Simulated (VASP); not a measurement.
# GaAs (F-43m) in VASP: further runs, part 2 of 2

VASP 6.6.1. The steps go on from the part before.

**3. Relaxation of cell and atoms, LDA**

This run uses another cell than the first one, of 23.77 Å³/atom.

INCAR reads:

```
SYSTEM = GaAs
PREC = Accurate
ENCUT = 600
EDIFF = 1E-6
ISMEAR = 0
SIGMA = 0.1
LREAL = .False.
LASPH = .True.
NELM = 80
ALGO = Normal
ISIF = 3
LWAVE = .False.
LCHARG = .False.
GGA = CA
IBRION = 2
NSW = 100
EDIFFG = -0.005
```

KPOINTS reads:

```
Automatic mesh
0
Gamma
  12 12 12
  0 0 0
```

POSCAR reads:

```
GaAs
1.0
    0.0000000000      2.8750910500      2.8750910500
    2.8750910500      0.0000000000      2.8750910500
    2.8750910500      2.8750910500      0.0000000000
Ga As
1 1
Direct
    0.0000000000      0.0000000000      0.0000000000
    0.7500000000      0.7500000000      0.7500000000
```

Potentials or basis: VASP PAW LDA potentials, release 64 (Ga_d, As).

Launch:

```
$ cat potpaw_LDA.64/Ga_d/POTCAR potpaw_LDA.64/As/POTCAR > POTCAR
$ mpirun -np 1 vasp_std > vasp.out
```

OUTCAR:

```text
SYSTEM = GaAs
   PREC = Accurate
   ENCUT = 600
   EDIFF = 1E-6
   ISMEAR = 0
   LREAL = .False.
   LASPH = .True.
   NELM = 80
   ISIF = 3
   GGA = CA
   IBRION = 2
   NSW = 100
   EDIFFG = -0.005

 ion  position               nearest neighbor table
   1  0.000  0.000  0.000-   2 2.49   2 2.49   2 2.49   2 2.49
   2  0.750  0.750  0.750-   1 2.49   1 2.49   1 2.49   1 2.49

  LATTYP: Found a face centered cubic cell.
 ALAT       =     5.7501821000

  Lattice vectors:

 A1 = (   0.0000000000,   2.8750910500,   2.8750910500)
 A2 = (   2.8750910500,   0.0000000000,   2.8750910500)
 A3 = (   2.8750910500,   2.8750910500,   0.0000000000)

Analysis of symmetry for initial positions (statically):
=====================================================================
 Subroutine PRICEL returns:
 Original cell was already a primitive cell.

 Routine SETGRP: Setting up the symmetry group for a
 face centered cubic supercell.

 Subroutine GETGRP returns: Found 24 space group operations
 (whereof 24 operations were pure point group operations)
 out of a pool of 48 trial point group operations.

The static configuration has the point symmetry T_d .

Analysis of symmetry for dynamics (positions and initial velocities):
=====================================================================
 Subroutine PRICEL returns:
 Original cell was already a primitive cell.

[... 130 lines left out ...]
  Thomas-Fermi vector in A             =   2.320630
   LORBIT       =      0    0 simple, 1 ext, 2 COOP (PROOUT), +10 PAW based schemes
   GGA     = CA    functional components
   LHFCALC =     F    Hartree Fock is set to
   AEXX    =    0.0000 exact exchange contribution
   IVDW    =     0    specifies the selected vdW correction
   LEPSILON=     F    determine dielectric tensor
   LRPA    =     F    only Hartree local field effects (RPA)
 conjugate gradient relaxation of ions
 non-spin polarized calculation
 Gauss-broadening in eV      SIGMA  =   0.10
  energy-cutoff  :      600.00
  volume of cell :       47.53
 maximum number of plane-waves:      1604
   NGX = 17   NGY = 17   NGZ = 17

--------------------------------------- Ionic step        1  -------------------------------------------

 number of electron      17.9999994 magnetization

 Free energy of the ion-electron system (eV)
  ---------------------------------------------------
  ext. energy  EPLUGINS =         0.00000000
  ---------------------------------------------------
  free energy    TOTEN  =        -9.59073968 eV

  energy without entropy =       -9.59059416  energy(sigma->0) =       -9.59066692

 E-fermi :   3.3854     XC(G=0):  -9.6909

 val. band max:        3.3283901274   @ k =   0.0000   0.0000   0.0000
 cond. band min:       4.0548590204   @ k =   0.5000   0.0000   0.0000
 fundamental gap:      0.7264688930
 Fermi energy:         3.3854440399
[... 848 lines left out ...]
--------------------------------------- Ionic step        3  -------------------------------------------

 number of electron      18.0000006 magnetization

 Free energy of the ion-electron system (eV)
  ---------------------------------------------------
  ext. energy  EPLUGINS =         0.00000000
  ---------------------------------------------------
  free energy    TOTEN  =        -9.64261667 eV

  energy without entropy =       -9.64261648  energy(sigma->0) =       -9.64261657

 E-fermi :   4.2843     XC(G=0): -10.0139

 val. band max:        4.0213400827   @ k =   0.0000   0.0000   0.0000
 cond. band min:       4.5267887399   @ k =   0.0000   0.0000   0.0000
 fundamental gap:      0.5054486573
 Fermi energy:         4.2842566130
[... 413 lines left out ...]
  FREE ENERGIE OF THE ION-ELECTRON SYSTEM (eV)
  ---------------------------------------------------
  free  energy   TOTEN  =        -9.6426166688 eV

  energy  without entropy=       -9.6426164798  energy(sigma->0) =       -9.64261657

 reached required accuracy - stopping structural energy minimisation
```

Run time: 2.1 min. Hardware: 1 thread of Intel Xeon 8259CL, shared host; peak memory 0.21 GiB.

Results:

| Property | Result |
| --- | --- |
| Free energy | -9.6426 eV |
| Relaxed volume | 22.08 Å³/atom |
| Relaxed cell | a = 3.967 Å, b = 3.967 Å, c = 3.967 Å, α = 60.00°, β = 60.00°, γ = 60.00° |
| Space group after relaxing (to 0.1 Å) | F-43m (No. 216) |
| Energy gained by relaxing | 25.9 meV/atom |
| Ionic steps | 3 |
| Pressure after relaxing | 0.0 GPa |
| Band gap on the k mesh | 0.51 eV |

Step by step:
| step | energy change (eV) | largest force (eV/Å) | pressure (GPa) | volume (Å³) |
| --- | --- | --- | --- | --- |
| 1 | 0.0000 | 0.0000 | -4.59 | 47.53 |
| 2 | -0.0444 | 0.0000 | 2.10 | 43.00 |
| 3 | -0.0519 | 0.0000 | 0.03 | 44.16 |

Final structure:
```
CELL_PARAMETERS angstrom
0.00000 2.80534 2.80534
2.80534 0.00000 2.80534
2.80534 2.80534 0.00000
ATOMIC_POSITIONS crystal
Ga 0.00000 0.00000 0.00000
As 0.75000 0.75000 0.75000
```

Caveat: semilocal functionals underestimate gaps, and a narrow one can read as zero.

**4. Single point, LDA**

This run uses another cell than the first one: it holds 16 atoms, not 2.

INCAR reads:

```
SYSTEM = GaAs
PREC = Accurate
ENCUT = 520
EDIFF = 1E-6
ISMEAR = 0
SIGMA = 0.02
LREAL = Auto
LASPH = .TRUE.
NELM = 100
ALGO = Normal
ISIF = 2
LWAVE = .FALSE.
LCHARG = .TRUE.
GGA = CA
LELF = .TRUE.
LVHAR = .TRUE.
NBANDS = 86
```

KPOINTS reads:

```
regular mesh
0
G
  3 3 3
  0 0 0
```

POSCAR reads:

```
GaAs
1.0
    0.0000000000      5.6033815718     -5.6033815718
    5.6033815718      5.6033815718      0.0000000000
    5.6033815718      0.0000000000     -5.6033815718
Ga As
8 8
Direct
    0.5000000000      0.0000000000      0.5000000000
    0.5000000000      0.5000000000      0.5000000000
    0.0000000000      0.0000000000      0.5000000000
    0.0000000000      0.5000000000      0.5000000000
    0.5000000000      0.0000000000      0.0000000000
    0.5000000000      0.5000000000      0.0000000000
    0.0000000000      0.0000000000      0.0000000000
    0.0000000000      0.5000000000      0.0000000000
    0.1250000000      0.1250000000      0.1250000000
    0.1250000000      0.6250000000      0.1250000000
    0.6250000000      0.1250000000      0.1250000000
    0.6250000000      0.6250000000      0.1250000000
    0.1250000000      0.1250000000      0.6250000000
    0.1250000000      0.6250000000      0.6250000000
    0.6250000000      0.1250000000      0.6250000000
    0.6250000000      0.6250000000      0.6250000000
```

Launch:

```
$ cat potpaw_LDA.64/Ga_d/POTCAR potpaw_LDA.64/As/POTCAR > POTCAR
$ mpirun -np 1 vasp_std > vasp.out
```

Run time: 7.5 min. Hardware: 1 thread of Intel Xeon 8259CL, shared host; peak memory 0.41 GiB.

It converged, with:

```yaml
Free_energy: -76.9268 eV
Pressure: 0.2 GPa
Band_gap_on_the_k_mesh: 0.53 eV
```

Levels at points of the mesh, in eV from the valence-band top:
| k point | band 68 | band 69 | band 70 | band 71 | band 72 | band 73 | band 74 | band 75 | band 76 | band 77 |
| --- | --- | --- | --- | --- | --- | --- | --- | --- | --- | --- |
| (0.00, 0.00, 0.00) | -1.19 | -1.19 | 0.00 | 0.00 | 0.00 | 0.53 | 0.93 | 0.93 | 0.93 | 0.93 |

Caveat: semilocal functionals underestimate gaps, and a narrow one can read as zero.

**5. Single point, LDA, collinear spin, zero start**

This run uses another cell than the first one: it holds 16 atoms, not 2.

INCAR reads:

```
PREC = Accurate ; ENCUT = 520
EDIFF = 1E-6 ; ISMEAR = 0
SIGMA = 0.02 ; LREAL = Auto
LASPH = T ; NELM = 150
ALGO = Normal ; ISIF = 2
LWAVE = F ; LCHARG = F
ISPIN = 2 ; MAGMOM = 0 0 0 0 0 0 0 0 0 0 0 0 0 0 0 0
LORBIT = 11 ; GGA = CA
NBANDS = 90
```

KPOINTS reads:

```
Automatic mesh
0
Gamma
  3 3 3
```

POSCAR is that of step 4.

Launch:

```
$ cat potpaw_LDA.64/Ga_d/POTCAR potpaw_LDA.64/As/POTCAR > POTCAR
$ mpirun -np 1 vasp_std > vasp.out
```

Wall time 15 min (1 thread of Intel Xeon 8259CL, shared host); peak memory 0.5 GiB.

Results (log left out):

```
Free energy                                           : -76.9268 eV
Pressure                                              : 0.2 GPa
Band gap on the k mesh                                : 0.53 eV
Net moment                                            : 0.00 μB per cell
Valence electrons inside the program's atomic spheres : Ga 11.72; As 2.86
```

Levels at points of the mesh, in eV from the valence-band top:
Spin up:
```tsv
k point	band 70	band 71	band 72	band 73	band 74	band 75
(0.00, 0.00, 0.00)	0.00	0.00	0.00	0.53	0.93	0.93
```
Spin down:
```tsv
k point	band 69	band 70	band 71	band 72	band 73	band 74	band 75	band 76
(0.00, 0.00, 0.00)	-1.19	0.00	0.00	0.00	0.53	0.93	0.93	0.93
```

Caveat: semilocal functionals underestimate gaps, and a narrow one can read as zero.

**6. Overview**

| task | spin | cell | k mesh | cutoff (eV) | smearing | gap on the mesh (eV) | pressure (GPa) |
| --- | --- | --- | --- | --- | --- | --- | --- |
| single point | off | a = 3.962 Å, angles 60.0°, 2 atoms, atomic positions A | 12 × 12 × 12 | 520 | gaussian 0.1 eV | 0.54 | 0.3 |
| relaxation of cell and atoms | off | relaxed from a = 4.066 Å, angles 60.0°, 2 atoms, atomic positions A | 12 × 12 × 12 | 600 | gaussian 0.1 eV | 0.51 | 0.0 |
| single point | off | a = 7.924 Å, angles 60.0°, 16 atoms, atomic positions B | 3 × 3 × 3 | 520 | gaussian 0.02 eV | 0.53 | 0.2 |
| single point | collinear, zero start | a = 7.924 Å, angles 60.0°, 16 atoms, atomic positions B | 3 × 3 × 3 | 520 | gaussian 0.02 eV | 0.53 | 0.2 |

Alike in all rows: level LDA; potentials or basis VASP PAW LDA potentials, release 64 (Ga_d, As).

Caveats: semilocal functionals underestimate gaps, and a narrow one can read as zero.

Absolute energies hang on the potentials; compare differences alone.
